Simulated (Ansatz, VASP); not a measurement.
## MgO in VASP and in Ansatz

```
Mg O
1.0
     4.16071    0.00000    0.00000
     0.00000   -4.16071    0.00000
     0.00000    0.00000   -4.16071
Mg O
4 4
Cartesian
  -0.2942 -4.4549 -4.4727
  2.0804 -2.0804 -4.1607
  2.0804 -4.1607 -2.0804
  0.0000 -2.0804 -2.0804
  2.0804 0.0000 0.0000
  0.0000 -2.0804 0.0000
  0.0000 0.0000 -2.0804
  2.0804 -2.0804 -2.0804
```

Alike in both runs: task single point; functional LDA; k mesh 6 × 6 × 6; occupations gaussian, width 0.05 eV; no spin polarisation.

|  | VASP | Ansatz |
| --- | --- | --- |
| version | VASP 6.6.1 | Ansatz 0.2.0 |
| potentials or method | VASP PAW LDA potentials, release 64 (Mg, O), cutoff 520 eV | scalar-relativistic, plane waves, PAW |
| valence electrons in the cell | 32 | 64 |

VASP gave:

- gap on the k mesh at the Fermi level (eV): 4.93
- least direct gap on the mesh (eV): 4.93
- pressure (GPa): 6.6
- traceless stress, the component that is largest in VASP (GPa): -1.14
- rms of the force components (eV/Å): 1.365

Which values does Ansatz return?

gap on the k mesh at the Fermi level (eV): 4.93; least direct gap on the mesh (eV): 4.93; pressure (GPa): 8.0; traceless stress, the component that is largest in VASP (GPa): -1.04; rms of the force components (eV/Å): 1.324.

Ansatz warns that its potentials were made for another functional, while VASP's fit it. LDA's correlation is that of Perdew and Zunger in VASP and of Perdew and Wang (1992) in Ansatz. Atom by atom the forces differ by 0.044 eV/Å (rms over components). VASP's potentials hold 32 valence electrons a cell and Ansatz's 64, so a difference there can come from the potentials and not from the codes.
